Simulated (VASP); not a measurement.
# Al4Ni4HC in VASP: single point with PBEsol

Aim: the single point of Al4Ni4HC with PBEsol.

Everything below comes from runs of VASP 6.6.1. Logs are shortened: lines on timing, memory, paths and dates and some standing lists are left out, and cuts for length are marked.

### 1 The cell of the first run

The cell holds a slab with vacuum, 10 atoms: a = 2.862 Å, b = 4.048 Å, c = 26.172 Å, α = 90.00°, β = 90.00°, γ = 90.00°.

### 2 Single point, PBEsol

Contents of INCAR:

```
SYSTEM = Al4Ni4HC
ALGO = Normal
DIPOL = 0.5 0.5 0.481
EDIFF = 1E-6
ENCUT = 520
GGA = PS
IDIPOL = 3
ISIF = 2
ISMEAR = 0
LASPH = .True.
LCHARG = .False.
LDIPOL = .True.
LREAL = .False.
LWAVE = .False.
NBANDS = 40
NELM = 80
PREC = Accurate
SIGMA = 0.1
```

Contents of KPOINTS:

```
k-points
0
Gamma
  10 7 1
  0 0 0
```

Contents of POSCAR:

```
Al4Ni4HC
1.0
    2.8621655520      0.0000000000      0.0000000000
    0.0000000000      4.0477133414      0.0000000000
    0.0000000000      0.0000000000     26.1715700121
Al Ni C H
4 4 1 1
Direct
    0.0000000000      0.5000000000      0.3247799041
    0.0000000000      0.0000000000      0.4021102542
    0.0000000000      0.5000000000      0.4820176639
    0.0000000000      0.0000000000      0.5493001033
    0.5000000000      0.0000000000      0.3247799041
    0.5000000000      0.5000000000      0.4021102542
    0.5000000000      0.0000000000      0.4768148836
    0.5000000000      0.5000000000      0.5675644541
    0.0000000000      0.0000000000      0.6191911158
    0.0000000000      0.0000000000      0.6610166226
```

Potentials or basis: VASP PAW PBE potentials, release 64 (Al, Ni, C, H).

The run is started by

```
> cat potpaw_PBE.64/Al/POTCAR potpaw_PBE.64/Ni/POTCAR potpaw_PBE.64/C/POTCAR potpaw_PBE.64/H/POTCAR > POTCAR
> mpirun -np 1 vasp_std > vasp.out
```

OUTCAR:

```text
SYSTEM = Al4Ni4HC
   EDIFF = 1E-6
   ENCUT = 520
   GGA = PS
   ISIF = 2
   ISMEAR = 0
   LASPH = .True.
   LREAL = .False.
   NELM = 80
   PREC = Accurate

 ion  position               nearest neighbor table
   1  0.000  0.500  0.325-   5 2.48   5 2.48   5 2.48   5 2.48   6 2.48   6 2.48   2 2.86   2 2.86

   2  0.000  0.000  0.402-   7 2.42   7 2.42   6 2.48   6 2.48   6 2.48   6 2.48   5 2.48   5 2.48
                             1 2.86   1 2.86   3 2.91   3 2.91
   3  0.000  0.500  0.482-   7 2.48   7 2.48   7 2.48   7 2.48   6 2.53   6 2.53   8 2.66   8 2.66
                             4 2.68   4 2.68   2 2.91   2 2.91
   4  0.000  0.000  0.549-   9 1.83   7 2.38   7 2.38   8 2.52   8 2.52   8 2.52   8 2.52   3 2.68
                             3 2.68
   5  0.500  0.000  0.325-   1 2.48   1 2.48   1 2.48   1 2.48   2 2.48   2 2.48   6 2.86   6 2.86

   6  0.500  0.500  0.402-   2 2.48   2 2.48   2 2.48   2 2.48   1 2.48   1 2.48   3 2.53   3 2.53
                             7 2.81   7 2.81   5 2.86   5 2.86
   7  0.500  0.000  0.477-   4 2.38   4 2.38   2 2.42   2 2.42   3 2.48   3 2.48   3 2.48   3 2.48
                             6 2.81   6 2.81
   8  0.500  0.500  0.568-   4 2.52   4 2.52   4 2.52   4 2.52   3 2.66   3 2.66
   9  0.000  0.000  0.619-  10 1.09   4 1.83
  10  0.000  0.000  0.661-   9 1.09

  LATTYP: Found a simple orthorhombic cell.
 ALAT       =     2.8621655520
 B/A-ratio  =     1.4142135624
 C/A-ratio  =     9.1439749157

  Lattice vectors:

 A1 = (   2.8621655520,   0.0000000000,   0.0000000000)
 A2 = (   0.0000000000,   4.0477133414,   0.0000000000)
 A3 = (   0.0000000000,   0.0000000000,  26.1715700121)

Analysis of symmetry for initial positions (statically):
=====================================================================
 Subroutine PRICEL returns:
 Original cell was already a primitive cell.

 Routine SETGRP: Setting up the symmetry group for a
 simple orthorhombic supercell.

 Subroutine GETGRP returns: Found  4 space group operations
 (whereof  4 operations were pure point group operations)
 out of a pool of  8 trial point group operations.

The static configuration has the point symmetry C_2v.

Analysis of symmetry for dynamics (positions and initial velocities):
=====================================================================
 Subroutine PRICEL returns:
 Original cell was already a primitive cell.

 Routine SETGRP: Setting up the symmetry group for a
[... 136 lines left out ...]
   ISMEAR =     0;   SIGMA  =   0.10  broadening in eV -4-tet -1-fermi 0-gaus
   EFERMI_NEDOS =   21; number of points for ismear=-14 and -15
   IALGO  =     38    algorithm
   IMIX   =      4    mixing-type and parameters
     AMIX     =   0.40;   BMIX     =  1.00
     AMIX_MAG =   1.60;   BMIX_MAG =  1.00
  volume/ion in A,a.u.               =      30.32       204.61
  Fermi-wavevector in a.u.,A,eV,Ry     =   0.937825  1.772232 11.966532  0.879515
  Thomas-Fermi vector in A             =   2.064975
   LORBIT       =      0    0 simple, 1 ext, 2 COOP (PROOUT), +10 PAW based schemes
   GGA     = PS    functional components
   LHFCALC =     F    Hartree Fock is set to
   AEXX    =    0.0000 exact exchange contribution
   IVDW    =     0    specifies the selected vdW correction
   LEPSILON=     F    determine dielectric tensor
   LRPA    =     F    only Hartree local field effects (RPA)
 non-spin polarized calculation
 Gauss-broadening in eV      SIGMA  =   0.10
  energy-cutoff  :      520.00
  volume of cell :      303.20
 maximum number of plane-waves:      8217
 NGX is ok and might be reduce to    24
   NGX = 11   NGY = 15   NGZ = 97

 dipolmoment           0.000000      0.000000      0.017077 electrons x Angstroem

 number of electron      57.0000011 magnetization

 dipolmoment           0.000000      0.000000     -0.069902 electrons x Angstroem

 Free energy of the ion-electron system (eV)
  ---------------------------------------------------
  ext. energy  EPLUGINS =         0.00000000
  ---------------------------------------------------
  free energy    TOTEN  =       -53.37808664 eV

  energy without entropy =      -53.35142659  energy(sigma->0) =      -53.36475661

 E-fermi :   0.3477     XC(G=0):  -5.0063

 val. band max:        0.3137920033   @ k =   0.3000   0.0000   0.0000
 cond. band min:       0.3499612629   @ k =   0.4000   0.1429   0.0000
 fundamental gap:      0.0361692597
 Fermi energy:         0.3476639845

 k-point     1 :       0.0000    0.0000    0.0000
  band No.  band energies     occupation
      1     -11.5931      2.00000
      2     -10.3700      2.00000
      3      -8.9374      2.00000
      4      -7.1118      2.00000
      5      -5.6298      2.00000
      6      -4.0027      2.00000
[... 1021 lines left out ...]
     39       4.8966      0.00000
     40       5.9127      0.00000

------------------------ aborting loop because EDIFF is reached ----------------------------------------

 vacuum level on the upper side and lower side of the slab       (xc-potential included)        -0.683         0.396

  FORCE on cell =-STRESS in cart. coord.  units (eV):
  Direction    XX          YY          ZZ          XY          YZ          ZX
  --------------------------------------------------------------------------------------
  -------------------------------------------------------------------------------------
  Total       -5.7616773     -4.1068281     -0.2388351      0.0000000      0.0000000      0.0000000
  in kB      -30.4456491    -21.7011541     -1.2620438      0.0000000      0.0000000      0.0000000
  external PRESSURE =     -17.8029490 kB  Pullay stress =       0.0000000 kB

 VOLUME and BASIS-vectors are now :
 -----------------------------------------------------------------------------
  energy-cutoff  :      520.00
  volume of cell :      303.20
      direct lattice vectors                 reciprocal lattice vectors
     2.862165552  0.000000000  0.000000000     0.349385800  0.000000000  0.000000000
     0.000000000  4.047713341  0.000000000     0.000000000  0.247053068  0.000000000
     0.000000000  0.000000000 26.171570012     0.000000000  0.000000000  0.038209400

 POSITION                                       TOTAL-FORCE (eV/Angst)
 -----------------------------------------------------------------------------------
      0.00000      2.02386      8.50000         0.000000      0.000000     -0.533795
      0.00000      0.00000     10.52386         0.000000      0.000000     -0.702427
      0.00000      2.02386     12.61516         0.000000      0.000000     -0.013456
      0.00000      0.00000     14.37605         0.000000      0.000000     -0.006297
      1.43108      0.00000      8.50000         0.000000      0.000000      0.695269
      1.43108      2.02386     10.52386         0.000000      0.000000      0.536863
      1.43108      0.00000     12.47899         0.000000      0.000000     -0.000457
      1.43108      2.02386     14.85405         0.000000      0.000000      0.005174
      0.00000      0.00000     16.20520         0.000000      0.000000     -0.004685
      0.00000      0.00000     17.29984         0.000000      0.000000      0.023811
 -----------------------------------------------------------------------------------
    total drift:                                0.000000      0.000000      0.000214

  FREE ENERGIE OF THE ION-ELECTRON SYSTEM (eV)
  ---------------------------------------------------
  free  energy   TOTEN  =       -53.3780866353 eV

  energy  without entropy=      -53.3514265905  energy(sigma->0) =      -53.36475661

 vacuum level on the upper side and lower side of the slab         4.163         5.260
```

OSZICAR:

```text
N       E                     dE             d eps       ncg     rms          rms(c)
DAV:   1     0.366277521105E+03    0.36628E+03   -0.22584E+04  1920   0.125E+03
DAV:   2    -0.261023535612E+02   -0.39238E+03   -0.37643E+03  2112   0.301E+02
DAV:   3    -0.609429064158E+02   -0.34841E+02   -0.33465E+02  2624   0.111E+02
[... 27 lines left out ...]
DAV:  31    -0.533780789192E+02   -0.44895E-05   -0.28191E-07  1520   0.423E-03    0.191E-03
DAV:  32    -0.533780831172E+02   -0.41979E-05   -0.18995E-07  1464   0.461E-03    0.990E-04
DAV:  33    -0.533780849130E+02   -0.17959E-05   -0.80040E-08  1440   0.252E-03    0.641E-04
DAV:  34    -0.533780862057E+02   -0.12927E-05   -0.48573E-08  1352   0.158E-03    0.367E-04
DAV:  35    -0.533780866353E+02   -0.42957E-06   -0.17831E-08  1376   0.899E-04
   1 F= -.53378087E+02 E0= -.53364757E+02  d E =-.266600E-01
```

It took 6 min on 1 thread of Intel Xeon 6975P-C (Granite Rapids), shared host; peak memory 0.52 GiB.

Results:

| Item | Value |
| --- | --- |
| Free energy | -53.3781 eV |
| Largest force | 0.702 eV/Å |
| Band gap on the k mesh | zero (an odd number of electrons rules out a gap without spin polarisation) |

Forces on the atoms (eV/Å):
```
Al   0.000  0.000 -0.534
Al   0.000  0.000 -0.702
Al   0.000  0.000 -0.013
Al   0.000  0.000 -0.006
Ni   0.000  0.000  0.695
Ni   0.000  0.000  0.537
Ni   0.000  0.000  0.000
Ni   0.000  0.000  0.005
C    0.000  0.000 -0.005
H    0.000  0.000  0.024
```

Caveat: the PAW data sets were made with another functional, which shifts forces and pressure a little. Spin polarisation is off, so any magnetic state and its effect on volume and gap are missing.

The gap in the log of VASP goes by the Fermi energy; the results here count the filled bands.